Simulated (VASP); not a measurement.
# ZnS (F-43m) in VASP: settings compared

The runs below take ZnS through single point, with PBE, revPBE.

All numbers are computed with VASP 6.6.1; they aren't measurements. Logs are shortened: lines on timing, memory, paths and dates and some standing lists are left out, and cuts for length are marked.

## Step 1: The cell of the first run

Symmetry: F-43m, No. 216, cubic system. Conventional cell: a = 5.387 Å, b = 5.387 Å, c = 5.387 Å, α = 90.00°, β = 90.00°, γ = 90.00°. Zn (site symmetry -43m) has 4 S at 2.33 Å within 3.1 Å. Within 3.1 Å of S (site symmetry -43m) lie 4 Zn at 2.33 Å.

## Step 2: Single point, PBE

The input, INCAR:

```
SYSTEM = ZnS
  ALGO = Normal
  EDIFF = 1E-6
  ENCUT = 520
  GGA = PE
  ISIF = 2
  ISMEAR = 0
  LASPH = .True.
  LCHARG = .False.
  LREAL = .False.
  LWAVE = .False.
  NBANDS = 16
  NELM = 100
  PREC = Accurate
  SIGMA = 0.1
```

The input, KPOINTS:

```
k-points
0
Gamma
  6 6 6
  0 0 0
```

The input, POSCAR:

```
ZnS
1.0
    0.0000000000      2.6936828773      2.6936828773
    2.6936828773      0.0000000000      2.6936828773
    2.6936828773      2.6936828773      0.0000000000
Zn S
1 1
Direct
    0.0000000000      0.0000000000      0.0000000000
    0.2500000000      0.2500000000      0.2500000000
```

Potentials or basis: VASP PAW PBE potentials, release 64 (Zn, S).

Command:

```console
$ cat potpaw_PBE.64/Zn/POTCAR potpaw_PBE.64/S/POTCAR > POTCAR
$ mpirun -np 1 vasp_std > vasp.out
```

OUTCAR:

```text
SYSTEM = ZnS
   EDIFF = 1E-6
   ENCUT = 520
   GGA = PE
   ISIF = 2
   ISMEAR = 0
   LASPH = .True.
   LREAL = .False.
   NELM = 100
   PREC = Accurate

 ion  position               nearest neighbor table
   1  0.000  0.000  0.000-   2 2.33   2 2.33   2 2.33   2 2.33
   2  0.250  0.250  0.250-   1 2.33   1 2.33   1 2.33   1 2.33

  LATTYP: Found a face centered cubic cell.
 ALAT       =     5.3873657546

  Lattice vectors:

 A1 = (   0.0000000000,   2.6936828773,   2.6936828773)
 A2 = (   2.6936828773,   0.0000000000,   2.6936828773)
 A3 = (   2.6936828773,   2.6936828773,   0.0000000000)

Analysis of symmetry for initial positions (statically):
=====================================================================
 Subroutine PRICEL returns:
 Original cell was already a primitive cell.

 Routine SETGRP: Setting up the symmetry group for a
 face centered cubic supercell.

 Subroutine GETGRP returns: Found 24 space group operations
 (whereof 24 operations were pure point group operations)
 out of a pool of 48 trial point group operations.

The static configuration has the point symmetry T_d .

Analysis of symmetry for dynamics (positions and initial velocities):
=====================================================================
 Subroutine PRICEL returns:
 Original cell was already a primitive cell.

 Routine SETGRP: Setting up the symmetry group for a
 face centered cubic supercell.

 Subroutine GETGRP returns: Found 24 space group operations
 (whereof 24 operations were pure point group operations)
 out of a pool of 48 trial point group operations.

The dynamic configuration has the point symmetry T_d .

 Subroutine INISYM returns: Found 24 space group operations
 (whereof 24 operations are pure point group operations),
 and found     1 'primitive' translations

----------------------------------------------------------------------------------------

                                     Primitive cell

  volume of cell :      39.0903

  direct lattice vectors                    reciprocal lattice vectors
     0.000000000  2.693682877  2.693682877    -0.185619474  0.185619474  0.185619474
     2.693682877  0.000000000  2.693682877     0.185619474 -0.185619474  0.185619474
     2.693682877  2.693682877  0.000000000     0.185619474  0.185619474 -0.185619474

  length of vectors
     3.809442858  3.809442858  3.809442858     0.321502361  0.321502361  0.321502361

[... 70 lines left out ...]
   NELM   =    100;   NELMIN=  2; NELMDL= -5     # of ELM steps
   EDIFF  = 0.1E-05   stopping-criterion for ELM
   LREAL  =      F    real-space projection
   EDIFFG = 0.1E-04   stopping-criterion for IOM
   NSW    =      0    number of steps for IOM
   IBRION =     -1    ionic relax: 0-MD 1-quasi-New 2-CG
   NFREE  =      0    steps in history (QN), initial steepest desc. (CG)
   ISIF   =      2    stress and relaxation
   ISYM   =      2    0-nonsym 1-usesym 2-fastsym
   POTIM  = 0.5000    time-step for ionic-motion
   TEBEG  =    0.0;   TEEND  =   0.0 temperature during run
   PSTRESS=    0.0 pullay stress
   NELECT =      18.0000    total number of electrons
   NUPDOWN=      -1.0000    fix difference up-down
   EMIN   =  10.00;   EMAX   =-10.00  energy-range for DOS
   EFERMI =   0.00;   METHOD = LEGACY
   ISMEAR =     0;   SIGMA  =   0.10  broadening in eV -4-tet -1-fermi 0-gaus
   EFERMI_NEDOS =   21; number of points for ismear=-14 and -15
   IALGO  =     38    algorithm
   IMIX   =      4    mixing-type and parameters
     AMIX     =   0.40;   BMIX     =  1.00
     AMIX_MAG =   1.60;   BMIX_MAG =  1.00
  volume/ion in A,a.u.               =      19.55       131.90
  Fermi-wavevector in a.u.,A,eV,Ry     =   1.264181  2.388955 21.744194  1.598153
  Thomas-Fermi vector in A             =   2.397499
   LORBIT       =      0    0 simple, 1 ext, 2 COOP (PROOUT), +10 PAW based schemes
   GGA     = PE    functional components
   LHFCALC =     F    Hartree Fock is set to
   AEXX    =    0.0000 exact exchange contribution
   IVDW    =     0    specifies the selected vdW correction
   LEPSILON=     F    determine dielectric tensor
   LRPA    =     F    only Hartree local field effects (RPA)
 non-spin polarized calculation
 Gauss-broadening in eV      SIGMA  =   0.10
  energy-cutoff  :      520.00
  volume of cell :       39.09
 maximum number of plane-waves:      1067
   NGX = 15   NGY = 15   NGZ = 15

 number of electron      18.0000006 magnetization

 Free energy of the ion-electron system (eV)
  ---------------------------------------------------
  ext. energy  EPLUGINS =         0.00000000
  ---------------------------------------------------
  free energy    TOTEN  =        -6.83931141 eV

  energy without entropy =       -6.83931141  energy(sigma->0) =       -6.83931141

 E-fermi :   2.6340     XC(G=0):  -9.6729

 val. band max:        2.1958409364   @ k =   0.0000   0.0000   0.0000
 cond. band min:       4.3498698586   @ k =   0.0000   0.0000   0.0000
 fundamental gap:      2.1540289222
 Fermi energy:         2.6339558432

 k-point     1 :       0.0000    0.0000    0.0000
  band No.  band energies     occupation
      1     -11.0092      2.00000
      2      -4.1823      2.00000
      3      -4.1823      2.00000
      4      -4.1823      2.00000
      5      -3.6733      2.00000
      6      -3.6733      2.00000
[... 281 lines left out ...]
      3      -3.8818      2.00000
      4      -3.7934      2.00000
      5      -3.6500      2.00000
      6      -3.3113      2.00000
[... 8 lines left out ...]
     15      16.1368      0.00000
     16      17.1016      0.00000

------------------------ aborting loop because EDIFF is reached ----------------------------------------

  FORCE on cell =-STRESS in cart. coord.  units (eV):
  Direction    XX          YY          ZZ          XY          YZ          ZX
  --------------------------------------------------------------------------------------
  -------------------------------------------------------------------------------------
  Total        0.6122006      0.6122006      0.6122006      0.0000000      0.0000000      0.0000000
  in kB       25.0919822     25.0919822     25.0919822      0.0000000      0.0000000      0.0000000
  external PRESSURE =      25.0919822 kB  Pullay stress =       0.0000000 kB

 VOLUME and BASIS-vectors are now :
 -----------------------------------------------------------------------------
  energy-cutoff  :      520.00
  volume of cell :       39.09
      direct lattice vectors                 reciprocal lattice vectors
     0.000000000  2.693682877  2.693682877    -0.185619474  0.185619474  0.185619474
     2.693682877  0.000000000  2.693682877     0.185619474 -0.185619474  0.185619474
     2.693682877  2.693682877  0.000000000     0.185619474  0.185619474 -0.185619474

 POSITION                                       TOTAL-FORCE (eV/Angst)
 -----------------------------------------------------------------------------------
      0.00000      0.00000      0.00000        -0.000000     -0.000000     -0.000000
      1.34684      1.34684      1.34684         0.000000      0.000000      0.000000
 -----------------------------------------------------------------------------------
    total drift:                                0.000001      0.000001      0.000001

  FREE ENERGIE OF THE ION-ELECTRON SYSTEM (eV)
  ---------------------------------------------------
  free  energy   TOTEN  =        -6.8393114118 eV

  energy  without entropy=       -6.8393114118  energy(sigma->0) =       -6.83931141
```

stdout:

```text
POSCAR found type information on POSCAR ZnS
 POSCAR found :  2 types and       2 ions
 scaLAPACK will be used
 LDA part: xc-table for (Slater+PW92), standard interpolation
 POSCAR, INCAR and KPOINTS ok, starting setup
 FFT: planning ... GRIDC
 FFT: planning ... GRID_SOFT
 FFT: planning ... GRID
 WAVECAR not read
 entering main loop
```

Wall time 6.6 s (1 thread of Intel Xeon Platinum 8488C (Sapphire Rapids), shared host); peak memory 0.15 GiB.

What came out:

```
Free energy            : -6.8393 eV
Pressure               : 2.5 GPa
Band gap on the k mesh : 2.15 eV, direct
```

Levels at points of the mesh, in eV from the valence-band top:
```
           k point  band 7  band 8  band 9  band 10  band 11  band 12
(0.00, 0.00, 0.00)    0.00    0.00    0.00     2.15     6.39     6.39
(0.50, 0.00, 0.00)   -5.35   -0.88   -0.88     3.33     6.92     6.92
(0.50, 0.50, 0.00)   -4.60   -2.25   -2.25     3.38     4.07    11.04
```

(Part 1 of 2 ends here.)
